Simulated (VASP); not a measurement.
Input of a VASP 6.6.1 run:

Contents of INCAR:

```
PREC = Accurate
ENCUT = 520
EDIFF = 1E-6
ISMEAR = 0
SIGMA = 0.1
LREAL = False
LASPH = True
NELM = 80
ALGO = Normal
ISIF = 2
LWAVE = False
LCHARG = True
GGA = PS
LELF = True
LVHAR = True
NBANDS = 14
```

The input KPOINTS:

```
regular mesh
0
Gamma
  16 16 16
```

POSCAR

```
HfC
1.0
    0.0000000000      2.2718040000      2.2718040000
    2.2718040000      0.0000000000      2.2718040000
    2.2718040000      2.2718040000      0.0000000000
Hf C
1 1
Direct
    0.5000000000      0.5000000000      0.5000000000
    0.0000000000      0.0000000000      0.0000000000
```

Potentials or basis: VASP PAW PBE potentials, release 64 (Hf_pv, C).

Command:

```bash
$ cat potpaw_PBE.64/Hf_pv/POTCAR potpaw_PBE.64/C/POTCAR > POTCAR
$ mpirun -np 1 vasp_std > vasp.out
```

**Question.** What does it give for the pressure?

**Answer.** 11.1 GPa.

**Question.** What does it give for the band gap on the k mesh?

**Answer.** Zero (band 7 reaches 7.42 eV, above the bottom of band 8 at 5.92 eV).

Caveat: the cell differs from its parent crystal (functional PBEsol, strained); the PAW data sets were made with another functional, which shifts forces and pressure a little; spin-orbit coupling is left out, which moves the levels of the heavy elements.
